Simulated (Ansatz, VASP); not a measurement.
## Se: VASP beside Ansatz

```
CELL_PARAMETERS angstrom
4.32529 0.00000 0.00000
-2.16264 3.74581 0.00000
0.00000 0.00000 5.02003
ATOMIC_POSITIONS crystal
Se 0.22647 0.00000 0.33333
Se 0.00000 0.22647 0.66667
Se 0.77353 0.77353 0.00000
```

Alike in both runs: functional r2SCAN; dispersion D3(BJ); k mesh 9 × 9 × 6; occupations gaussian, width 0.02 eV; no spin polarisation.

Ansatz relaxed the structure, and its values are those at the end. VASP's run is a single point on that final structure, the one shown.

|  | VASP | Ansatz |
| --- | --- | --- |
| version | VASP 6.6.1 | Ansatz 0.2.0 |
| potentials or method | VASP PAW PBE potentials, release 64 (Se), cutoff 520 eV | scalar-relativistic, plane waves, PAW |
| valence electrons in the cell | 18 | 48 |

Ansatz gave:

- gap on the k mesh at the Fermi level (eV): 1.13
- least direct gap on the mesh (eV): 1.32
- pressure (GPa): 0.0

**Question.** Which values does VASP return?

**Answer.** gap on the k mesh at the Fermi level (eV): 1.12; least direct gap on the mesh (eV): 1.31; pressure (GPa): 0.0.

VASP's potentials were made for PBE, not for r2SCAN. VASP's potentials hold 18 valence electrons a cell and Ansatz's 48, so a difference there can come from the potentials and not from the codes. Ansatz's warnings: dispersion damping borrowed.
